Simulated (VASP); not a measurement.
Here is a VASP 6.6.1 calculation.

File INCAR:

```
SYSTEM = CdTe
PREC = Accurate ; ENCUT = 520
EDIFF = 1E-7 ; ISMEAR = 0
SIGMA = 0.05 ; LREAL = .FALSE.
LASPH = .TRUE. ; NELM = 60
ALGO = Normal ; ISIF = 2
LWAVE = .FALSE. ; LCHARG = .TRUE.
GGA = PE ; LELF = .TRUE.
LVHAR = .TRUE. ; NBANDS = 16
```

The input KPOINTS:

```
regular mesh
0
G
  8 8 8
  0 0 0
```

The input POSCAR:

```
CdTe
1.0
    0.0000000000      3.2530750000      3.1569250000
    3.2530750000      0.0000000000      3.1569250000
    3.2530750000      3.2530750000      0.0000000000
Cd Te
1 1
Direct
    0.0000000000      0.0000000000      0.0000000000
    0.7500000000      0.7500000000      0.7500000000
```

Potentials or basis: VASP PAW PBE potentials, release 64 (Cd, Te).

Launch:

```bash
$ cat potpaw_PBE.64/Cd/POTCAR potpaw_PBE.64/Te/POTCAR > POTCAR
$ mpirun -np 1 vasp_std > vasp.out
```

Task: Estimate the pressure.

Result: 3.6 GPa.

Task: Estimate the band gap on the k mesh.

Result: 0.76 eV.

Stress tensor (GPa, compression positive):
```
3.47 0.00 0.00
0.00 3.47 0.00
0.00 0.00 3.85
```

Caveat: the cell differs from its parent crystal (strain +0.015 along x and y, -0.015 along z); the cell stands under pressure; semilocal functionals underestimate gaps, and a narrow one can read as zero; spin-orbit coupling is left out, which moves the levels of the heavy elements.
